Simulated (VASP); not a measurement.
# Pr (P6_3/mmc) in VASP: notebook, part 2 of 2

VASP 6.6.1. Earlier steps stand in the parts before.

### 3 Single point, revPBE, collinear spin, antiferromagnetic start (34.54 Å³/atom)

INCAR reads:

```
ALGO     = Normal         # electronic algorithm
EDIFF    = 1E-6           # SCF threshold, eV
ENCUT    = 520            # plane-wave cutoff, eV
GGA      = RE             # functional
ISIF     = 2              # what is computed and relaxed
ISMEAR   = -1             # smearing method
ISPIN    = 2              # spin polarisation
KPAR     = 2            
LASPH    = T              # aspherical terms in the spheres
LCHARG   = T              # write CHGCAR
LMAXMIX  = 6              # l up to which the mixer works
LORBIT   = 11             # projections on sites
LREAL    = F              # projectors in reciprocal space
LVHAR    = T            
LWAVE    = F              # write WAVECAR
MAGMOM   = 2.359 2.359 -2.381 -2.381 # initial moments
NBANDS   = 38             # bands
NELM     = 150            # most SCF steps
PREC     = Accurate       # precision mode
SIGMA    = 0.05           # smearing width, eV
```

KPOINTS reads:

```
k-points
0
Gamma
  13 13 4
```

POSCAR reads:

```
Pr
1.0
    3.6220148665      0.0000000000      0.0000000000
   -1.8110074333      3.1367568872      0.0000000000
    0.0000000000      0.0000000000     12.1590698766
Pr
4
Direct
    0.0000000000      1.0000000000      1.0000000000
    0.0000000000      1.0000000000      0.5000000000
    0.3333333333      0.6666666667      0.7500000000
    0.6666666667      0.3333333333      0.2500000000
```

Potentials or basis: VASP PAW PBE potentials, release 64 (Pr).

Started as:

```bash
cat potpaw_PBE.64/Pr/POTCAR > POTCAR
mpirun -np 2 vasp_std > vasp.out
```

OUTCAR:

```text
EDIFF = 1E-6
   ENCUT = 520
   GGA = RE
   ISIF = 2
   ISMEAR = -1
   ISPIN = 2
   LASPH = T
   LORBIT = 11
   LREAL = F
   NELM = 150
   PREC = Accurate

 ion  position               nearest neighbor table
   1  0.000  0.000  0.000-
   2  0.000  0.000  0.500-
   3  0.333  0.667  0.750-
   4  0.667  0.333  0.250-

  LATTYP: Found a hexagonal cell.
 ALAT       =     3.6220148665
 C/A-ratio  =     3.3569906046

  Lattice vectors:

 A1 = (   3.6220148665,   0.0000000000,   0.0000000000)
 A2 = (  -1.8110074333,   3.1367568872,   0.0000000000)
 A3 = (   0.0000000000,   0.0000000000,  12.1590698766)

Analysis of symmetry for initial positions (statically):
=====================================================================
 Subroutine PRICEL returns:
 Original cell was already a primitive cell.

 Routine SETGRP: Setting up the symmetry group for a
 hexagonal supercell.

 Subroutine GETGRP returns: Found 24 space group operations
 (whereof 12 operations were pure point group operations)
 out of a pool of 24 trial point group operations.

The static configuration has the point symmetry D_3d.
 The point group associated with its full space group is D_6h.

Analysis of symmetry for dynamics (positions and initial velocities):
=====================================================================
 Subroutine PRICEL returns:
 Original cell was already a primitive cell.

 Routine SETGRP: Setting up the symmetry group for a
 hexagonal supercell.

 Subroutine GETGRP returns: Found 24 space group operations
 (whereof 12 operations were pure point group operations)
 out of a pool of 24 trial point group operations.

The dynamic configuration has the point symmetry D_3d.
 The point group associated with its full space group is D_6h.

Analysis of structural, dynamic, and magnetic symmetry:
=====================================================================
 Subroutine PRICEL returns:
 Original cell was already a primitive cell.

 Routine SETGRP: Setting up the symmetry group for a
 hexagonal supercell.

 Subroutine GETGRP returns: Found 24 space group operations
 (whereof 12 operations were pure point group operations)
 out of a pool of 24 trial point group operations.

The overall configuration has the point symmetry D_3d.
 The point group associated with its full space group is D_6h.

 Subroutine INISYM returns: Found 24 space group operations
 (whereof 12 operations are pure point group operations),
 and found     1 'primitive' translations

----------------------------------------------------------------------------------------

                                     Primitive cell

  volume of cell :     138.1438

  direct lattice vectors                    reciprocal lattice vectors
     3.622014866  0.000000000  0.000000000     0.276089424  0.159400304  0.000000000
    -1.811007433  3.136756887  0.000000000     0.000000000  0.318800607  0.000000000
     0.000000000  0.000000000 12.159069877     0.000000000  0.000000000  0.082243133

  length of vectors
     3.622014866  3.622014866 12.159069877     0.318800607  0.318800607  0.082243133
[... 78 lines left out ...]
   ICHARG =      2    charge: 1-file 2-atom 10-const
   ISPIN  =      2    spin polarized calculation?
   LNONCOLLINEAR =      F non collinear calculations
   LSORBIT =      F    spin-orbit coupling
   LASPH  =      T    aspherical Exc in radial PAW
   ENCUT  =  520.0 eV  38.22 Ry    6.18 a.u.   6.73  6.73 22.61*2*pi/ulx,y,z
   NELM   =    150;   NELMIN=  2; NELMDL= -5     # of ELM steps
   EDIFF  = 0.1E-05   stopping-criterion for ELM
   LREAL  =      F    real-space projection
   EDIFFG = 0.1E-04   stopping-criterion for IOM
   NSW    =      0    number of steps for IOM
   IBRION =     -1    ionic relax: 0-MD 1-quasi-New 2-CG
   NFREE  =      0    steps in history (QN), initial steepest desc. (CG)
   ISIF   =      2    stress and relaxation
   ISYM   =      2    0-nonsym 1-usesym 2-fastsym
   POTIM  = 0.5000    time-step for ionic-motion
   TEBEG  =    0.0;   TEEND  =   0.0 temperature during run
   PSTRESS=    0.0 pullay stress
   NELECT =      52.0000    total number of electrons
   NUPDOWN=      -1.0000    fix difference up-down
   EMIN   =  10.00;   EMAX   =-10.00  energy-range for DOS
   EFERMI =   0.00;   METHOD = LEGACY
   ISMEAR =    -1;   SIGMA  =   0.05  broadening in eV -4-tet -1-fermi 0-gaus
   EFERMI_NEDOS =   21; number of points for ismear=-14 and -15
   IALGO  =     38    algorithm
   IMIX   =      4    mixing-type and parameters
     AMIX     =   0.40;   BMIX     =  1.00
     AMIX_MAG =   1.60;   BMIX_MAG =  1.00
  volume/ion in A,a.u.               =      34.54       233.06
  Fermi-wavevector in a.u.,A,eV,Ry     =   1.182040  2.233731 19.010309  1.397218
  Thomas-Fermi vector in A             =   2.318302
   LORBIT       =     11    0 simple, 1 ext, 2 COOP (PROOUT), +10 PAW based schemes
   GGA     = RE    functional components
   LHFCALC =     F    Hartree Fock is set to
   AEXX    =    0.0000 exact exchange contribution
   IVDW    =     0    specifies the selected vdW correction
   LEPSILON=     F    determine dielectric tensor
   LRPA    =     F    only Hartree local field effects (RPA)
 spin polarized calculation
  energy-cutoff  :      520.00
  volume of cell :      138.14
 maximum number of plane-waves:      3743
 NGX is ok and might be reduce to    28
   NGX = 13   NGY = 13   NGZ = 45

 number of electron      52.0000011 magnetization       0.0088160

 number of electron      52.0000011 magnetization      -0.0541488

 Free energy of the ion-electron system (eV)
  ---------------------------------------------------
  ext. energy  EPLUGINS =         0.00000000
  ---------------------------------------------------
  free energy    TOTEN  =       -20.81266970 eV

  energy without entropy =      -20.59924785  energy(sigma->0) =      -20.70595878

 E-fermi :   6.1068     XC(G=0):  -9.8616

 val. band max:        6.1066778764   @ k =   0.1538   0.0769   0.0000
 cond. band min:       6.1070488620   @ k =   0.4615   0.0769   0.2500
 fundamental gap:      0.0003709856
 Fermi energy:         6.1068052795

 spin component 1

 k-point     1 :       0.0000    0.0000    0.0000
  band No.  band energies     occupation
      1     -29.8781      1.00000
      2     -29.8736      1.00000
      3     -28.7979      1.00000
      4     -28.7915      1.00000
      5     -12.2751      1.00000
      6     -11.9703      1.00000
[... 973 lines left out ...]
     37       7.0847      0.00000
     38       7.2542      0.00000

 [... further k-points ...]

 spin component 2

 k-point     1 :       0.0000    0.0000    0.0000
  band No.  band energies     occupation
      1     -29.8801      1.00000
      2     -29.8755      1.00000
      3     -28.8040      1.00000
      4     -28.7976      1.00000
      5     -12.2789      1.00000
      6     -11.9678      1.00000
[... 973 lines left out ...]
     37       7.0490      0.00000
     38       7.2640      0.00000

 [... further k-points ...]
[... 5 lines left out ...]
  --------------------------------------------------------------------------------------
  -------------------------------------------------------------------------------------
  Total        0.1928326      0.1928326      0.1795769     -0.0000000      0.0000000      0.0000000
  in kB        2.2364519      2.2364519      2.0827135     -0.0000000      0.0000000      0.0000000
  external PRESSURE =       2.1852058 kB  Pullay stress =       0.0000000 kB

 VOLUME and BASIS-vectors are now :
 -----------------------------------------------------------------------------
  energy-cutoff  :      520.00
  volume of cell :      138.14
      direct lattice vectors                 reciprocal lattice vectors
     3.622014866  0.000000000  0.000000000     0.276089424  0.159400304  0.000000000
    -1.811007433  3.136756887  0.000000000     0.000000000  0.318800607  0.000000000
     0.000000000  0.000000000 12.159069877     0.000000000  0.000000000  0.082243133

 POSITION                                       TOTAL-FORCE (eV/Angst)
 -----------------------------------------------------------------------------------
      0.00000      0.00000      0.00000        -0.000000      0.000000      0.000000
      0.00000      0.00000      6.07953        -0.000000      0.000000      0.000000
     -0.00000      2.09117      9.11930         0.000000     -0.000000     -0.000000
      1.81101      1.04559      3.03977        -0.000000      0.000000      0.000000
 -----------------------------------------------------------------------------------
    total drift:                               -0.000000      0.000000      0.000000

  FREE ENERGIE OF THE ION-ELECTRON SYSTEM (eV)
  ---------------------------------------------------
  free  energy   TOTEN  =       -20.8126697017 eV

  energy  without entropy=      -20.5992478516  energy(sigma->0) =      -20.70595878

 total charge

# of ion       s       p       d       f       tot
--------------------------------------------------
    1        2.002   5.287   0.586   2.162  10.039
    2        2.002   5.287   0.586   2.162  10.039
    3        2.003   5.290   0.584   2.161  10.037
    4        2.003   5.290   0.584   2.161  10.037
--------------------------------------------------
tot          8.011  21.154   2.341   8.646  40.152

 magnetization (x)

# of ion       s       p       d       f       tot
--------------------------------------------------
    1       -0.010  -0.038   0.109   2.087   2.148
    2       -0.010  -0.038   0.109   2.087   2.148
    3        0.011   0.037  -0.117  -2.090  -2.159
    4        0.011   0.037  -0.117  -2.090  -2.159
--------------------------------------------------
tot          0.000  -0.001  -0.015  -0.005  -0.021
```

Run time: 11 min. Hardware: 2 MPI ranks of Intel Xeon 6975P-C (Granite Rapids), shared host; peak memory 0.63 GiB.

What came out:

| Property | Result |
| --- | --- |
| Free energy | -20.8127 eV |
| Pressure | 0.2 GPa |
| Net moment | -0.05 μB per cell |
| Site moments | Pr +2.15, -2.16 (each value once) μB |
| Valence electrons inside the program's atomic spheres | Pr 10.04 |

Caveat: the magnetic or orbital state may not be the lowest; the PAW data sets were made with another functional, which shifts forces and pressure a little; spin-orbit coupling is left out, which moves the levels of the heavy elements; semilocal functionals describe open f shells poorly, which spoils levels, moments and volumes. The state reached can hang on the start; a lower one may exist.
